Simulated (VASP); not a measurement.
# Si (P6_3/mmc) in VASP: single point with LDA

Aim: the single point of Si with LDA.

All numbers are computed with VASP 6.6.1; they aren't measurements. Logs are shortened: lines on timing, memory, paths and dates and some standing lists are left out, and cuts for length are marked.

## (1) The cell of the first run

The structure is hexagonal, space group P6_3/mmc (No. 194). Conventional cell: a = 3.795 Å, b = 3.795 Å, c = 12.710 Å, α = 90.00°, β = 90.00°, γ = 120.00°. Within 3.1 Å of Si (site symmetry 3m) lie 4 Si at 2.33 to 2.38 Å. Within 3.1 Å of Si (site symmetry 3m) lie 4 Si at 2.33 to 2.38 Å.

This isn't the form of Si at room conditions, which is diamond.

## (2) Single point, LDA

The input, INCAR:

```
PREC = Accurate
ENCUT = 500
EDIFF = 1E-6
ISMEAR = 0
SIGMA = 0.1
LREAL = F
LASPH = T
NELM = 120
ALGO = Normal
ISIF = 2
LWAVE = F
LCHARG = T
LELF = T
LVHAR = T
NBANDS = 26
GGA_COMPAT = F
```

The input, KPOINTS:

```
regular mesh
0
Gamma
  6 6 2
```

The input, POSCAR:

```
Si
1.0
    3.7948000000      0.0000000000      0.0000000000
   -1.8974000000      3.2863932023      0.0000000000
    0.0000000000      0.0000000000     12.7099000000
Si
8
Direct
    0.0000000000      0.0000000000      0.4062000000
    0.0000000000      0.0000000000      0.9062000000
    0.0000000000      0.0000000000      0.0938000000
    0.0000000000      0.0000000000      0.5938000000
    0.3333333333      0.6666666667      0.3437000000
    0.6666666667      0.3333333333      0.8437000000
    0.3333333333      0.6666666667      0.1563000000
    0.6666666667      0.3333333333      0.6563000000
```

Potentials or basis: VASP PAW LDA potentials, release 64 (Si).

Launch:

```console
$ cat potpaw_LDA.64/Si/POTCAR > POTCAR
$ mpirun -np 1 vasp_std > vasp.out
```

OUTCAR:

```text
PREC = Accurate
   ENCUT = 500
   EDIFF = 1E-6
   ISMEAR = 0
   LREAL = F
   LASPH = T
   NELM = 120
   ISIF = 2

 ion  position               nearest neighbor table
   1  0.000  0.000  0.406-   5 2.33   5 2.33   5 2.33   4 2.38
   2  0.000  0.000  0.906-   6 2.33   6 2.33   6 2.33   3 2.38
   3  0.000  0.000  0.094-   7 2.33   7 2.33   7 2.33   2 2.38
   4  0.000  0.000  0.594-   8 2.33   8 2.33   8 2.33   1 2.38
   5  0.333  0.667  0.344-   1 2.33   1 2.33   1 2.33   7 2.38
   6  0.667  0.333  0.844-   2 2.33   2 2.33   2 2.33   8 2.38
   7  0.333  0.667  0.156-   3 2.33   3 2.33   3 2.33   5 2.38
   8  0.667  0.333  0.656-   4 2.33   4 2.33   4 2.33   6 2.38

  LATTYP: Found a hexagonal cell.
 ALAT       =     3.7948000000
 C/A-ratio  =     3.3492937704

  Lattice vectors:

 A1 = (   3.7948000000,   0.0000000000,   0.0000000000)
 A2 = (  -1.8974000000,   3.2863932023,   0.0000000000)
 A3 = (   0.0000000000,   0.0000000000,  12.7099000000)

Analysis of symmetry for initial positions (statically):
=====================================================================
 Subroutine PRICEL returns:
 Original cell was already a primitive cell.

 Routine SETGRP: Setting up the symmetry group for a
 hexagonal supercell.

 Subroutine GETGRP returns: Found 24 space group operations
 (whereof 12 operations were pure point group operations)
 out of a pool of 24 trial point group operations.

The static configuration has the point symmetry D_3d.
 The point group associated with its full space group is D_6h.

Analysis of symmetry for dynamics (positions and initial velocities):
=====================================================================
 Subroutine PRICEL returns:
 Original cell was already a primitive cell.

 Routine SETGRP: Setting up the symmetry group for a
 hexagonal supercell.

 Subroutine GETGRP returns: Found 24 space group operations
 (whereof 12 operations were pure point group operations)
 out of a pool of 24 trial point group operations.

The dynamic configuration has the point symmetry D_3d.
 The point group associated with its full space group is D_6h.

 Subroutine INISYM returns: Found 24 space group operations
 (whereof 12 operations are pure point group operations),
 and found     1 'primitive' translations

----------------------------------------------------------------------------------------

                                     Primitive cell

  volume of cell :     158.5078

  direct lattice vectors                    reciprocal lattice vectors
     3.794800000  0.000000000  0.000000000     0.263518499  0.152142476  0.000000000
    -1.897400000  3.286393202  0.000000000     0.000000000  0.304284953  0.000000000
     0.000000000  0.000000000 12.709900000     0.000000000  0.000000000  0.078678825

  length of vectors
     3.794800000  3.794800000 12.709900000     0.304284953  0.304284953  0.078678825

  position of ions in fractional coordinates (direct lattice)
     0.000000000  0.000000000  0.406200000
     0.000000000  0.000000000  0.906200000
     0.000000000  0.000000000  0.093800000
     0.000000000  0.000000000  0.593800000
     0.333333333  0.666666667  0.343700000
     0.666666667  0.333333333  0.843700000
     0.333333333  0.666666667  0.156300000
     0.666666667  0.333333333  0.656300000

  ion indices of the primitive-cell ions
   primitive index   ion index
                 1           1
                 2           2
                 3           3
                 4           4
                 5           5
                 6           6
                 7           7
                 8           8

----------------------------------------------------------------------------------------

 KPOINTS: regular mesh

Automatic generation of k-mesh.
 Grid dimensions read from file:
 generate k-points for:    6    6    2

 Generating k-lattice:

  Cartesian coordinates                     Fractional coordinates (reciprocal lattice)
     0.043919750  0.025357079  0.000000000     0.166666667  0.000000000  0.000000000
     0.000000000  0.050714159  0.000000000     0.000000000  0.166666667  0.000000000
     0.000000000  0.000000000  0.039339413     0.000000000  0.000000000  0.500000000

  Length of vectors
     0.050714159  0.050714159  0.039339413

  Shift w.r.t. Gamma in fractional coordinates (k-lattice)
     0.000000000  0.000000000  0.000000000

 Subroutine IBZKPT returns following result:
 ===========================================

 Found     14 irreducible k-points:

 Following reciprocal coordinates:
            Coordinates               Weight
  0.000000  0.000000  0.000000      1.000000
  0.166667 -0.000000  0.000000      6.000000
  0.333333 -0.000000  0.000000      6.000000
  0.500000 -0.000000  0.000000      3.000000
  0.166667  0.166667  0.000000      6.000000
  0.333333  0.166667  0.000000     12.000000
  0.333333  0.333333  0.000000      2.000000
  0.000000  0.000000  0.500000      1.000000
  0.166667 -0.000000  0.500000      6.000000
  0.333333 -0.000000  0.500000      6.000000
  0.500000 -0.000000  0.500000      3.000000
  0.166667  0.166667  0.500000      6.000000
  0.333333  0.166667  0.500000     12.000000
  0.333333  0.333333  0.500000      2.000000
   k-points           NKPTS =     14   k-points in BZ     NKDIM =     14   number of bands    NBANDS=     26
   number of dos      NEDOS =    301   number of ions     NIONS =      8
   total plane-waves  NPLWV =  75264
   dimension x,y,z NGX =    28 NGY =   28 NGZ =   96
   dimension x,y,z NGXF=    56 NGYF=   56 NGZF=  192
   ions per type =               8
   NGX,Y,Z   is equivalent  to a cutoff of  12.27, 12.27, 12.56 a.u.
   NGXF,Y,Z  is equivalent  to a cutoff of  24.53, 24.53, 25.11 a.u.
 SYSTEM =  unknown system
   PREC   = accura    normal or accurate (medium, high low for compatibility)
   ISTART =      0    job   : 0-new  1-cont  2-samecut
   ICHARG =      2    charge: 1-file 2-atom 10-const
   ISPIN  =      1    spin polarized calculation?
   LNONCOLLINEAR =      F non collinear calculations
   LSORBIT =      F    spin-orbit coupling
   LASPH  =      T    aspherical Exc in radial PAW
   ENCUT  =  500.0 eV  36.75 Ry    6.06 a.u.   6.92  6.92 23.17*2*pi/ulx,y,z
   NELM   =    120;   NELMIN=  2; NELMDL= -5     # of ELM steps
   EDIFF  = 0.1E-05   stopping-criterion for ELM
   LREAL  =      F    real-space projection
   EDIFFG = 0.1E-04   stopping-criterion for IOM
   NSW    =      0    number of steps for IOM
   IBRION =     -1    ionic relax: 0-MD 1-quasi-New 2-CG
   NFREE  =      0    steps in history (QN), initial steepest desc. (CG)
   ISIF   =      2    stress and relaxation
   ISYM   =      2    0-nonsym 1-usesym 2-fastsym
   POTIM  = 0.5000    time-step for ionic-motion
   TEBEG  =    0.0;   TEEND  =   0.0 temperature during run
   PSTRESS=    0.0 pullay stress
   NELECT =      32.0000    total number of electrons
   NUPDOWN=      -1.0000    fix difference up-down
   EMIN   =  10.00;   EMAX   =-10.00  energy-range for DOS
   EFERMI =   0.00;   METHOD = LEGACY
   ISMEAR =     0;   SIGMA  =   0.10  broadening in eV -4-tet -1-fermi 0-gaus
   EFERMI_NEDOS =   21; number of points for ismear=-14 and -15
   IALGO  =     38    algorithm
   IMIX   =      4    mixing-type and parameters
     AMIX     =   0.40;   BMIX     =  1.00
     AMIX_MAG =   1.60;   BMIX_MAG =  1.00
  volume/ion in A,a.u.               =      19.81       133.71
  Fermi-wavevector in a.u.,A,eV,Ry     =   0.960376  1.814848 12.548954  0.922322
  Thomas-Fermi vector in A             =   2.089655
   LORBIT       =      0    0 simple, 1 ext, 2 COOP (PROOUT), +10 PAW based schemes
   GGA     = CA    functional components
   LHFCALC =     F    Hartree Fock is set to
   AEXX    =    0.0000 exact exchange contribution
   IVDW    =     0    specifies the selected vdW correction
   LEPSILON=     F    determine dielectric tensor
   LRPA    =     F    only Hartree local field effects (RPA)
 non-spin polarized calculation
 Gauss-broadening in eV      SIGMA  =   0.10
  energy-cutoff  :      500.00
  volume of cell :      158.51
 maximum number of plane-waves:      4044
 NGX is ok and might be reduce to    28
   NGX = 13   NGY = 13   NGZ = 47

 number of electron      32.0000002 magnetization

 Free energy of the ion-electron system (eV)
  ---------------------------------------------------
  ext. energy  EPLUGINS =         0.00000000
  ---------------------------------------------------
  free energy    TOTEN  =       -47.56952351 eV

  energy without entropy =      -47.56951610  energy(sigma->0) =      -47.56951980

 E-fermi :   6.2488     XC(G=0):  -9.6424

 val. band max:        6.0025944525   @ k =   0.0000   0.0000   0.0000
 cond. band min:       6.5029363210   @ k =   0.5000  -0.0000   0.0000
 fundamental gap:      0.5003418685
 Fermi energy:         6.2488378428

 k-point     1 :       0.0000    0.0000    0.0000
  band No.  band energies     occupation
      1      -6.1600      2.00000
      2      -5.4020      2.00000
      3      -5.3729      2.00000
      4      -3.9460      2.00000
      5      -1.1303      2.00000
      6       1.7950      2.00000
[... 18 lines left out ...]
     25       9.4795      0.00000
     26       9.6215      0.00000

 k-point     2 :       0.1667   -0.0000    0.0000
  band No.  band energies     occupation
      1      -5.8289      2.00000
      2      -5.0757      2.00000
      3      -5.0442      2.00000
      4      -3.6128      2.00000
      5      -0.9597      2.00000
      6       1.7552      2.00000
[... 18 lines left out ...]
     25      10.0533      0.00000
     26      10.3373      0.00000

 k-point     3 :       0.3333   -0.0000    0.0000
  band No.  band energies     occupation
      1      -4.8778      2.00000
      2      -4.1571      2.00000
      3      -4.1083      2.00000
      4      -2.6639      2.00000
      5      -1.1581      2.00000
      6       0.0886      2.00000
[... 18 lines left out ...]
     25      10.2576      0.00000
     26      11.6004      0.00000

 k-point     4 :       0.5000   -0.0000    0.0000
  band No.  band energies     occupation
      1      -3.8295      2.00000
      2      -3.3885      2.00000
      3      -3.1615      2.00000
      4      -2.1089      2.00000
      5      -1.9003      2.00000
      6      -1.3933      2.00000
[... 18 lines left out ...]
     25      10.8186      0.00000
     26      10.9662      0.00000

 k-point     5 :       0.1667    0.1667    0.0000
  band No.  band energies     occupation
      1      -5.1835      2.00000
      2      -4.4459      2.00000
      3      -4.4068      2.00000
      4      -2.9638      2.00000
      5      -0.9084      2.00000
      6       0.8495      2.00000
[... 18 lines left out ...]
     25       9.9977      0.00000
     26      10.2665      0.00000

 k-point     6 :       0.3333    0.1667    0.0000
  band No.  band energies     occupation
      1      -4.0153      2.00000
      2      -3.3899      2.00000
      3      -3.2972      2.00000
      4      -1.8580      2.00000
      5      -1.8448      2.00000
      6      -0.8719      2.00000
[... 137 lines left out ...]
 k-point    11 :       0.5000   -0.0000    0.5000
  band No.  band energies     occupation
      1      -3.6879      2.00000
      2      -3.6879      2.00000
      3      -2.6977      2.00000
      4      -2.6977      2.00000
      5      -1.3760      2.00000
      6      -1.3760      2.00000
[... 18 lines left out ...]
     25      10.0035      0.00000
     26      10.0035      0.00000

 k-point    12 :       0.1667    0.1667    0.5000
  band No.  band energies     occupation
      1      -4.9901      2.00000
      2      -4.9901      2.00000
      3      -3.5799      2.00000
      4      -3.5799      2.00000
      5      -0.1539      2.00000
      6      -0.1539      2.00000
[... 18 lines left out ...]
     25      10.2745      0.00000
     26      10.2794      0.00000

 k-point    13 :       0.3333    0.1667    0.5000
  band No.  band energies     occupation
      1      -3.8422      2.00000
      2      -3.8422      2.00000
      3      -2.6130      2.00000
      4      -2.6130      2.00000
      5      -1.2548      2.00000
      6      -1.2548      2.00000
[... 18 lines left out ...]
     25      10.3420      0.00000
     26      10.3420      0.00000

 k-point    14 :       0.3333    0.3333    0.5000
  band No.  band energies     occupation
      1      -2.7806      2.00000
      2      -2.7806      2.00000
      3      -2.7737      2.00000
      4      -2.7737      2.00000
      5      -1.0025      2.00000
      6      -1.0025      2.00000
[... 18 lines left out ...]
     25      12.0080      0.00000
     26      12.0438      0.00000

------------------------ aborting loop because EDIFF is reached ----------------------------------------

  FORCE on cell =-STRESS in cart. coord.  units (eV):
  Direction    XX          YY          ZZ          XY          YZ          ZX
  --------------------------------------------------------------------------------------
  -------------------------------------------------------------------------------------
  Total        0.9759693      0.9759693     -3.4362077      0.0000000      0.0000000     -0.0000000
  in kB        9.8649796      9.8649796    -34.7327719      0.0000000      0.0000000     -0.0000000
  external PRESSURE =      -5.0009376 kB  Pullay stress =       0.0000000 kB

 VOLUME and BASIS-vectors are now :
 -----------------------------------------------------------------------------
  energy-cutoff  :      500.00
  volume of cell :      158.51
      direct lattice vectors                 reciprocal lattice vectors
     3.794800000  0.000000000  0.000000000     0.263518499  0.152142476  0.000000000
    -1.897400000  3.286393202  0.000000000     0.000000000  0.304284953  0.000000000
     0.000000000  0.000000000 12.709900000     0.000000000  0.000000000  0.078678825

 POSITION                                       TOTAL-FORCE (eV/Angst)
 -----------------------------------------------------------------------------------
      0.00000      0.00000      5.16276         0.000000      0.000000      0.310944
      0.00000      0.00000     11.51771         0.000000      0.000000      0.310944
      0.00000      0.00000      1.19219         0.000000     -0.000000     -0.310944
      0.00000      0.00000      7.54714         0.000000     -0.000000     -0.310944
     -0.00000      2.19093      4.36839        -0.000000     -0.000000     -0.124495
      1.89740      1.09546     10.72334         0.000000      0.000000     -0.124495
     -0.00000      2.19093      1.98656        -0.000000     -0.000000      0.124495
      1.89740      1.09546      8.34151        -0.000000      0.000000      0.124495
 -----------------------------------------------------------------------------------
    total drift:                                0.000000     -0.000000     -0.000000

  FREE ENERGIE OF THE ION-ELECTRON SYSTEM (eV)
  ---------------------------------------------------
  free  energy   TOTEN  =       -47.5695235077 eV

  energy  without entropy=      -47.5695161009  energy(sigma->0) =      -47.56951980
```

Run time: 32 s. Hardware: 1 thread of AMD EPYC 7R13 (Zen 3), shared host; peak memory 0.18 GiB.

Results:

```yaml
Free_energy: -47.5695 eV
Pressure: -0.5 GPa
Largest_force: 0.311 eV/Å
Band_gap_on_the_k_mesh: 0.50 eV (least direct gap 1.40 eV)
```

Forces in eV/Å, atoms in the order of the input:
```
Si   0.000  0.000  0.311
Si   0.000  0.000  0.311
Si   0.000  0.000 -0.311
Si   0.000  0.000 -0.311
Si   0.000  0.000 -0.124
Si   0.000  0.000 -0.124
Si   0.000  0.000  0.124
Si   0.000  0.000  0.124
```

Caveat: semilocal functionals underestimate gaps, and a narrow one can read as zero. A k mesh can miss the band edges.
